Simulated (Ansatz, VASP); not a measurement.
# Two plane-wave programs on Zn3Bi2

```xyz
5
Lattice="5.3070 0.0000 0.0000 0.0000 5.3070 0.0000 0.0000 0.0000 5.3070" Properties=species:S:1:pos:R:3 pbc="T T T"
Zn    2.6535    0.0000    0.0000
Zn    0.0000    2.6535    0.0000
Zn    0.0000    0.0000    2.6535
Bi    2.6535    2.6535    2.6535
Bi    0.0000    0.0000    0.0000
```

Change from the starting cell: species swapped into the Tl2F3 type (Pm-3m, No. 221).

Alike in both runs: functional PBE; k mesh 4 × 4 × 4; occupations gaussian, width 0.1 eV; no spin polarisation.

Ansatz relaxed the structure, and its values are those at the end. VASP's run is a single point on that final structure, the one shown.

|  | VASP | Ansatz |
| --- | --- | --- |
| version | VASP 6.6.1 | Ansatz 0.2.0 |
| potentials or method | VASP PAW PBE potentials, release 64 (Zn, Bi_d), cutoff 520 eV | scalar-relativistic, plane waves, PAW |
| valence electrons in the cell | 66 | 66 |

```csv
,VASP,Ansatz,Ansatz less VASP
gap on the k mesh at the Fermi level (eV),none,none,-
pressure (GPa),0.2,0.2,-0.03
```

A gap of «none» marks a metal or a gap that the smearing closes.

Spin-orbit coupling is off throughout.
